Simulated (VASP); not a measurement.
Input of a VASP 6.6.1 run:

The input INCAR:

```
SYSTEM = CdS
PREC = Accurate ; ENCUT = 520
EDIFF = 1E-6 ; ISMEAR = 0
SIGMA = 0.02 ; LREAL = .FALSE.
LASPH = .TRUE. ; NELM = 100
ALGO = Normal ; ISIF = 2
LWAVE = .FALSE. ; LCHARG = .TRUE.
GGA = PE ; LELF = .TRUE.
LVHAR = .TRUE. ; NBANDS = 36
```

The input KPOINTS:

```
regular mesh
0
G
  12 12 3
  0 0 0
```

Contents of POSCAR:

```
CdS
1.0
    4.1909692468      0.0000000000      0.0000000000
   -2.0954846234      3.6294858342      0.0000000000
    0.0000000000      0.0000000000     10.2635756254
Cd S
3 3
Direct
    0.0000000000      0.0000000000      0.0000570259
    0.3333333333      0.6666666667      0.3333903592
    0.6666666667      0.3333333333      0.6667236926
    0.0000000000      0.0000000000      0.2499429741
    0.3333333333      0.6666666667      0.5832763074
    0.6666666667      0.3333333333      0.9166096408
```

Potentials or basis: VASP PAW PBE potentials, release 64 (Cd, S).

The run is started by

```console
$ cat potpaw_PBE.64/Cd/POTCAR potpaw_PBE.64/S/POTCAR > POTCAR
$ mpirun -np 1 vasp_std > vasp.out
```

Estimate the band gap on the k mesh.

1.04 eV.

What does it give for the largest force?

0.006 eV/Å.

Predict the pressure.

0.3 GPa.

Forces on the atoms (eV/Å):
```
Cd   0.000  0.000 -0.006
Cd   0.000  0.000 -0.006
Cd   0.000  0.000 -0.006
S    0.000  0.000  0.006
S    0.000  0.000  0.006
S    0.000  0.000  0.006
```

Caveat: an odd mesh through Γ misses points on the zone boundary, where band edges can lie.
